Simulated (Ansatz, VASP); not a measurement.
## Si4Mo3: VASP beside Ansatz

Contents of INCAR:

```
ALGO = Normal
EDIFF = 1E-7
ENCUT = 520
GGA = PE
ISIF = 2
ISMEAR = 0
LASPH = T
LCHARG = F
LREAL = F
LWAVE = F
NBANDS = 38
NELM = 100
PREC = Accurate
SIGMA = 0.2
```

Contents of KPOINTS:

```
k-points
0
Gamma
  8 8 8
```

Contents of POSCAR:

```
Si4Mo3
1.0
    0.0000000000     -3.1977455507      0.0000000000
    3.1977455507      0.0000000000      0.0000000000
   -1.5988727754      1.5988727754      9.5157360825
Si Mo
4 3
Direct
    0.4310531080      0.4310531080      0.8621062159
    0.5689468920      0.5689468920      0.1378937841
    0.8586603552      0.8586603552      0.7173207104
    0.1413396448      0.1413396448      0.2826792896
    0.0000000000      0.0000000000      0.0000000000
    0.2942393508      0.2942393508      0.5884787016
    0.7057606492      0.7057606492      0.4115212984
```

Input for Ansatz:

```yaml
crystal:
  lattice:
    - [0.0, -3.1977455507, 0.0]
    - [3.1977455507, 0.0, 0.0]
    - [-1.5988727754, 1.5988727754, 9.5157360825]
  atoms:
    - { symbol: Si, position: [0.431053108, 0.431053108, 0.8621062159] }
    - { symbol: Si, position: [0.568946892, 0.568946892, 0.1378937841] }
    - { symbol: Si, position: [0.8586603552, 0.8586603552, 0.7173207104] }
    - { symbol: Si, position: [0.1413396448, 0.1413396448, 0.2826792896] }
    - { symbol: Mo, position: [0.0, 0.0, 0.0] }
    - { symbol: Mo, position: [0.2942393508, 0.2942393508, 0.5884787016] }
    - { symbol: Mo, position: [0.7057606492, 0.7057606492, 0.4115212984] }
basis:
  ecutwfc: 420
kpoints:
  mp_grid: { grid: [8, 8, 8] }
hamiltonian:
  xc: pbe
scf:
  occupations: { method: gaussian, width: 0.2 }
  lower_state_search: "off"
output:
  forces: true
  stress: true
  eigenvalues: true
```

Alike in both runs: task single point; functional PBE; k mesh 8 × 8 × 8; occupations gaussian, width 0.2 eV; no spin polarisation.

|  | VASP | Ansatz |
| --- | --- | --- |
| version | VASP 6.6.1 | Ansatz 0.2.0 |
| potentials or method | VASP PAW PBE potentials, release 64 (Si, Mo_sv), cutoff 520 eV | scalar-relativistic, plane waves, PAW |
| valence electrons in the cell | 58 | 58 |

|  | VASP | Ansatz | Ansatz less VASP |
| --- | --- | --- | --- |
| gap on the k mesh at the Fermi level (eV) | none | none | - |
| pressure (GPa) | 0.2 | 0.0 | -0.21 |
| traceless stress, the component that is largest in VASP (GPa) | -0.29 | -0.28 | +0.015 |
| rms of the force components (eV/Å) | 0.021 | 0.022 | +0.0011 |

Atom by atom the forces differ by 0.004 eV/Å (rms over components). A gap of «none» marks a metal or a gap that the smearing closes.
